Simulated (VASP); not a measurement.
# C11O in VASP: notebook

C11O is run at these levels: PBE+D3(BJ); tasks: single point.

All numbers are computed with VASP 6.6.1; they aren't measurements. Logs are shortened: lines on timing, memory, paths and dates and some standing lists are left out, and cuts for length are marked.

## (1) The cell of the first run

The cell holds a slab with vacuum, 12 atoms: a = 3.647 Å, b = 4.269 Å, c = 23.581 Å, α = 90.00°, β = 90.00°, γ = 112.97°.

## (2) Single point, PBE+D3(BJ)

The input, INCAR:

```
  PREC = Accurate
  ENCUT = 520
  EDIFF = 1E-6
  ISMEAR = 0
  SIGMA = 0.05
  LREAL = False
  LASPH = True
  NELM = 100
  ALGO = Normal
  ISIF = 2
  LWAVE = False
  LCHARG = True
  LDIPOL = True
  IDIPOL = 3
  DIPOL = 0.5 0.5 0.320
  GGA = PE
  IVDW = 12
  LELF = True
  LVHAR = True
  LVACPOTAV = True
  NBANDS = 37
```

The input, KPOINTS:

```
regular mesh
0
Gamma
  8 7 1
```

The input, POSCAR:

```
C11O
1.0
    3.6473242347      0.0000000000      0.0000000000
   -1.6658829406      3.9310150970      0.0000000000
    0.0000000000      0.0000000000     23.5809581735
C O
11 1
Direct
    0.5001799340      0.3333933113      0.1696283913
    0.4998200660      0.6666066887      0.1696283913
    0.5001799340      0.8333933113      0.2218942371
    0.4998200660      0.1666066887      0.2218942371
    0.5000212339      0.3353169667      0.2741412245
    0.4999787661      0.6646830333      0.2741412245
    0.5001286265      0.8366480408      0.3266192407
    0.4998713735      0.1633519592      0.3266192407
    0.4997623712      0.3544335279      0.3744953071
    0.5002376288      0.6455664721      0.3744953071
    0.9997623712      0.6044335279      0.5759290218
    0.9997623712      0.6044335279      0.5271608593
```

Potentials or basis: VASP PAW PBE potentials, release 64 (C, O).

Started as:

```sh
$ cat potpaw_PBE.64/C/POTCAR potpaw_PBE.64/O/POTCAR > POTCAR
$ mpirun -np 1 vasp_std > vasp.out
```

OUTCAR:

```text
PREC = Accurate
   ENCUT = 520
   EDIFF = 1E-6
   ISMEAR = 0
   LREAL = False
   LASPH = True
   NELM = 100
   ISIF = 2
   GGA = PE
   IVDW = 12
 IVDW          = 12

 ion  position               nearest neighbor table
   1  0.500  0.333  0.170-   4 1.42   2 1.42
   2  0.500  0.667  0.170-   3 1.42   1 1.42
   3  0.500  0.833  0.222-   2 1.42   4 1.42   6 1.43
   4  0.500  0.167  0.222-   1 1.42   3 1.42   5 1.43
   5  0.500  0.335  0.274-   6 1.41   4 1.43   8 1.44
   6  0.500  0.665  0.274-   5 1.41   3 1.43   7 1.44
   7  0.500  0.837  0.327-  10 1.39   8 1.40   6 1.44
   8  0.500  0.163  0.327-   9 1.39   7 1.40   5 1.44
   9  0.500  0.354  0.374-  10 1.24   8 1.39
  10  0.500  0.646  0.374-   9 1.24   7 1.39
  11  1.000  0.604  0.576-  12 1.15
  12  1.000  0.604  0.527-  11 1.15

  LATTYP: Found a simple monoclinic cell.
 ALAT       =     3.6473242347
 B/A-ratio  =     6.4652760918
 C/A-ratio  =     1.1705653965
 COS(beta)  =    -0.3901884655

  Lattice vectors:

 A1 = (   3.6473242347,   0.0000000000,   0.0000000000)
 A2 = (   0.0000000000,   0.0000000000, -23.5809581735)
 A3 = (  -1.6658829406,   3.9310150970,   0.0000000000)

Analysis of symmetry for initial positions (statically):
=====================================================================
 Subroutine PRICEL returns:
 Original cell was already a primitive cell.

 Routine SETGRP: Setting up the symmetry group for a
 simple monoclinic supercell.

 Subroutine GETGRP returns: Found  1 space group operations
 (whereof  1 operations were pure point group operations)
 out of a pool of  4 trial point group operations.

The static configuration has the point symmetry C_1 .

Analysis of symmetry for dynamics (positions and initial velocities):
=====================================================================
 Subroutine PRICEL returns:
 Original cell was already a primitive cell.

 Routine SETGRP: Setting up the symmetry group for a
 simple monoclinic supercell.

 Subroutine GETGRP returns: Found  1 space group operations
 (whereof  1 operations were pure point group operations)
 out of a pool of  4 trial point group operations.

The dynamic configuration has the point symmetry C_1 .

 Subroutine INISYM returns: Found  1 space group operations
 (whereof  1 operations are pure point group operations),
 and found     1 'primitive' translations

----------------------------------------------------------------------------------------

                                     Primitive cell

  volume of cell :     338.0964

  direct lattice vectors                    reciprocal lattice vectors
     3.647324235  0.000000000  0.000000000     0.274173596  0.116189102  0.000000000
    -1.665882941  3.931015097  0.000000000     0.000000000  0.254387219  0.000000000
     0.000000000  0.000000000 23.580958174     0.000000000  0.000000000  0.042407098

  length of vectors
     3.647324235  4.269431539 23.580958174     0.297776876  0.254387219  0.042407098

  position of ions in fractional coordinates (direct lattice)
     0.500179934  0.333393311  0.169628391
     0.499820066  0.666606689  0.169628391
     0.500179934  0.833393311  0.221894237
     0.499820066  0.166606689  0.221894237
     0.500021234  0.335316967  0.274141224
     0.499978766  0.664683033  0.274141224
     0.500128627  0.836648041  0.326619241
     0.499871373  0.163351959  0.326619241
     0.499762371  0.354433528  0.374495307
     0.500237629  0.645566472  0.374495307
     0.999762371  0.604433528  0.575929022
     0.999762371  0.604433528  0.527160859

  ion indices of the primitive-cell ions
   primitive index   ion index
                 1           1
                 2           2
                 3           3
                 4           4
                 5           5
                 6           6
                 7           7
                 8           8
                 9           9
                10          10
                11          11
                12          12

----------------------------------------------------------------------------------------

 KPOINTS: regular mesh

Automatic generation of k-mesh.
 Grid dimensions read from file:
 generate k-points for:    8    7    1

 Generating k-lattice:

  Cartesian coordinates                     Fractional coordinates (reciprocal lattice)
     0.034271699  0.014523638  0.000000000     0.125000000  0.000000000  0.000000000
     0.000000000  0.036341031  0.000000000     0.000000000  0.142857143  0.000000000
     0.000000000  0.000000000  0.042407098     0.000000000  0.000000000  1.000000000

  Length of vectors
     0.037222110  0.036341031  0.042407098

  Shift w.r.t. Gamma in fractional coordinates (k-lattice)
     0.000000000  0.000000000  0.000000000

 Subroutine IBZKPT returns following result:
 ===========================================

 Found     29 irreducible k-points:

 Following reciprocal coordinates:
            Coordinates               Weight
  0.000000  0.000000  0.000000      1.000000
  0.125000  0.000000  0.000000      2.000000
  0.250000  0.000000  0.000000      2.000000
  0.375000  0.000000  0.000000      2.000000
  0.500000  0.000000  0.000000      1.000000
  0.000000  0.142857  0.000000      2.000000
[... 16 lines left out ...]
  0.125000  0.428571  0.000000      2.000000
  0.250000  0.428571  0.000000      2.000000
 [... further k-points ...]
   k-points           NKPTS =     29   k-points in BZ     NKDIM =     29   number of bands    NBANDS=     37
   number of dos      NEDOS =    301   number of ions     NIONS =     12
   total plane-waves  NPLWV = 161280
   dimension x,y,z NGX =    28 NGY =   32 NGZ =  180
   dimension x,y,z NGXF=    56 NGYF=   64 NGZF=  360
   ions per type =              11   1
   NGX,Y,Z   is equivalent  to a cutoff of  12.76, 12.46, 12.69 a.u.
   NGXF,Y,Z  is equivalent  to a cutoff of  25.52, 24.92, 25.38 a.u.
 SYSTEM =  unknown system
   PREC   = accura    normal or accurate (medium, high low for compatibility)
   ISTART =      0    job   : 0-new  1-cont  2-samecut
   ICHARG =      2    charge: 1-file 2-atom 10-const
   ISPIN  =      1    spin polarized calculation?
   LNONCOLLINEAR =      F non collinear calculations
   LSORBIT =      F    spin-orbit coupling
   LASPH  =      T    aspherical Exc in radial PAW
   ENCUT  =  520.0 eV  38.22 Ry    6.18 a.u.   6.78  7.94 43.84*2*pi/ulx,y,z
   NELM   =    100;   NELMIN=  2; NELMDL= -5     # of ELM steps
   EDIFF  = 0.1E-05   stopping-criterion for ELM
   LREAL  =      F    real-space projection
   EDIFFG = 0.1E-04   stopping-criterion for IOM
   NSW    =      0    number of steps for IOM
   IBRION =     -1    ionic relax: 0-MD 1-quasi-New 2-CG
   NFREE  =      0    steps in history (QN), initial steepest desc. (CG)
   ISIF   =      2    stress and relaxation
   ISYM   =      2    0-nonsym 1-usesym 2-fastsym
   POTIM  = 0.5000    time-step for ionic-motion
   TEBEG  =    0.0;   TEEND  =   0.0 temperature during run
   PSTRESS=    0.0 pullay stress
   NELECT =      50.0000    total number of electrons
   NUPDOWN=      -1.0000    fix difference up-down
   EMIN   =  10.00;   EMAX   =-10.00  energy-range for DOS
   EFERMI =   0.00;   METHOD = LEGACY
   ISMEAR =     0;   SIGMA  =   0.05  broadening in eV -4-tet -1-fermi 0-gaus
   EFERMI_NEDOS =   21; number of points for ismear=-14 and -15
   IALGO  =     38    algorithm
   IMIX   =      4    mixing-type and parameters
     AMIX     =   0.40;   BMIX     =  1.00
     AMIX_MAG =   1.60;   BMIX_MAG =  1.00
  volume/ion in A,a.u.               =      28.17       190.13
  Fermi-wavevector in a.u.,A,eV,Ry     =   0.865734  1.636001 10.197512  0.749496
  Thomas-Fermi vector in A             =   1.984021
   LORBIT       =      0    0 simple, 1 ext, 2 COOP (PROOUT), +10 PAW based schemes
   GGA     = PE    functional components
   LHFCALC =     F    Hartree Fock is set to
   AEXX    =    0.0000 exact exchange contribution
   IVDW    =    12    specifies the selected vdW correction
   LEPSILON=     F    determine dielectric tensor
   LRPA    =     F    only Hartree local field effects (RPA)
 non-spin polarized calculation
 Gauss-broadening in eV      SIGMA  =   0.05
  energy-cutoff  :      520.00
  volume of cell :      338.10
 maximum number of plane-waves:      9142
   NGX = 13   NGY = 15   NGZ = 87

 dipolmoment           0.000000      0.000000      0.013379 electrons x Angstroem

 number of electron      49.9999999 magnetization

 dipolmoment           0.000000      0.000000     -0.051779 electrons x Angstroem

 Free energy of the ion-electron system (eV)
  ---------------------------------------------------
  ext. energy  EPLUGINS =         0.00000000
  ---------------------------------------------------
  free energy    TOTEN  =       -97.30337976 eV

  energy without entropy =      -97.30022913  energy(sigma->0) =      -97.30180445

 E-fermi :  -2.9134     XC(G=0):  -4.4051

 val. band max:       -2.9153850040   @ k =  -0.1250   0.4286   0.0000
 cond. band min:      -2.8507371132   @ k =  -0.2500   0.4286   0.0000
 fundamental gap:      0.0646478908
 Fermi energy:        -2.9134163105

 k-point     1 :       0.0000    0.0000    0.0000
  band No.  band energies     occupation
      1     -26.7774      2.00000
      2     -21.6306      2.00000
      3     -19.7832      2.00000
      4     -17.0730      2.00000
      5     -16.2116      2.00000
      6     -15.6085      2.00000
[... 29 lines left out ...]
     36       3.2457      0.00000
     37       4.1323      0.00000

 k-point     2 :       0.1250    0.0000    0.0000
  band No.  band energies     occupation
      1     -26.7732      2.00000
      2     -21.5917      2.00000
      3     -19.7474      2.00000
      4     -17.0453      2.00000
      5     -16.2307      2.00000
      6     -15.6079      2.00000
[... 29 lines left out ...]
     36       3.4645      0.00000
     37       4.3919      0.00000

 k-point     3 :       0.2500    0.0000    0.0000
  band No.  band energies     occupation
      1     -26.7633      2.00000
      2     -21.4950      2.00000
      3     -19.6585      2.00000
      4     -16.9773      2.00000
      5     -16.2706      2.00000
      6     -15.6130      2.00000
[... 29 lines left out ...]
     36       4.9076      0.00000
     37       4.9789      0.00000

 k-point     4 :       0.3750    0.0000    0.0000
  band No.  band energies     occupation
      1     -26.7534      2.00000
      2     -21.3941      2.00000
      3     -19.5661      2.00000
      4     -16.9078      2.00000
      5     -16.3032      2.00000
      6     -15.6259      2.00000
[... 29 lines left out ...]
     36       5.1131      0.00000
     37       5.7127      0.00000
[... 683 lines left out ...]
      1     -26.7706      2.00000
      2     -20.5376      2.00000
      3     -19.6674      2.00000
      4     -18.7366      2.00000
      5     -17.8698      2.00000
      6     -16.3308      2.00000
[... 29 lines left out ...]
     36       4.7286      0.00000
     37       4.8629      0.00000

 k-point    23 :       0.1250    0.4286    0.0000
  band No.  band energies     occupation
      1     -26.7669      2.00000
      2     -20.4483      2.00000
      3     -19.7251      2.00000
      4     -18.6639      2.00000
      5     -17.9151      2.00000
      6     -16.2985      2.00000
[... 29 lines left out ...]
     36       5.0966      0.00000
     37       5.1270      0.00000

 k-point    24 :       0.2500    0.4286    0.0000
  band No.  band energies     occupation
      1     -26.7587      2.00000
      2     -20.3630      2.00000
      3     -19.7216      2.00000
      4     -18.5909      2.00000
      5     -17.9058      2.00000
      6     -16.2499      2.00000
[... 29 lines left out ...]
     36       5.1992      0.00000
     37       5.3756      0.00000

 [... further k-points ...]

------------------------ aborting loop because EDIFF is reached ----------------------------------------

 Edisp (eV)   -1.25885

 E8    (eV) :    -0.3690

  FORCE on cell =-STRESS in cart. coord.  units (eV):
  Direction    XX          YY          ZZ          XY          YZ          ZX
  --------------------------------------------------------------------------------------
  -------------------------------------------------------------------------------------
  Total       0.06474    -1.50057    -3.60153     0.59626     0.00228     0.00417
  in kB       0.30681    -7.11092   -17.06700     2.82557     0.01079     0.01975
  external pressure =       -7.96 kB  Pullay stress =        0.00 kB

 VOLUME and BASIS-vectors are now :
 -----------------------------------------------------------------------------
  energy-cutoff  :      520.00
  volume of cell :      338.10
      direct lattice vectors                 reciprocal lattice vectors
     3.647324235  0.000000000  0.000000000     0.274173596  0.116189102  0.000000000
    -1.665882941  3.931015097  0.000000000     0.000000000  0.254387219  0.000000000
     0.000000000  0.000000000 23.580958174     0.000000000  0.000000000  0.042407098

 POSITION                                       TOTAL-FORCE (eV/Angst)
 -----------------------------------------------------------------------------------
      1.26892      1.31057      4.00000        -2.626047      6.143622      1.136109
      0.71252      2.62044      4.00000         2.626060     -6.143630      1.136171
      0.43598      3.27608      5.23248        -0.159971      0.382355     -1.175722
      1.54546      0.65493      5.23248         0.160039     -0.382032     -1.175699
      1.26514      1.31814      6.46451         0.007062     -0.007039      0.000127
      0.71630      2.61288      6.46451        -0.006564      0.006480      0.000396
      0.43037      3.28888      7.70199        -0.008504      0.014809      0.013126
      1.55107      0.64214      7.70199         0.007324     -0.013499      0.011026
      1.23235      1.39328      8.83096         0.029161     -0.074098      0.043097
      0.74909      2.53773      8.83096        -0.029534      0.072279      0.038898
      2.63954      2.37604     13.58096        -0.000309     -0.000452     -0.727708
      2.63954      2.37604     12.43096         0.001283      0.001205      0.700178
 -----------------------------------------------------------------------------------
    total drift:                               -0.000246     -0.000258     -0.000058

  FREE ENERGIE OF THE ION-ELECTRON SYSTEM (eV)
  ---------------------------------------------------
  free  energy   TOTEN  =       -98.5622257656 eV

  energy  without entropy=      -98.5590751327  energy(sigma->0) =      -98.56065045

 vacuum level on the upper side and lower side of the slab         2.970         3.625
```

Wall time 7.9 min (1 thread of Intel Xeon 6975P-C, shared host); peak memory 0.56 GiB.

What came out:

| Property | Result |
| --- | --- |
| Free energy | -98.5622 eV |
| Largest force | 6.777 eV/Å |
| Band gap on the k mesh | zero (band 25 reaches -2.29 eV, above the bottom of band 26 at -3.03 eV) |
| Dispersion energy per atom | -0.105 eV |

Forces in eV/Å, atoms in the order of the input:
```
C   -2.626  6.144  1.136
C    2.626 -6.144  1.136
C   -0.160  0.382 -1.176
C    0.160 -0.382 -1.176
C    0.007 -0.007  0.000
C   -0.007  0.006  0.000
C   -0.009  0.015  0.013
C    0.007 -0.013  0.011
C    0.029 -0.074  0.043
C   -0.030  0.072  0.039
C    0.000  0.000 -0.728
O    0.001  0.001  0.700
```

(Continued in part 2 of 2.)
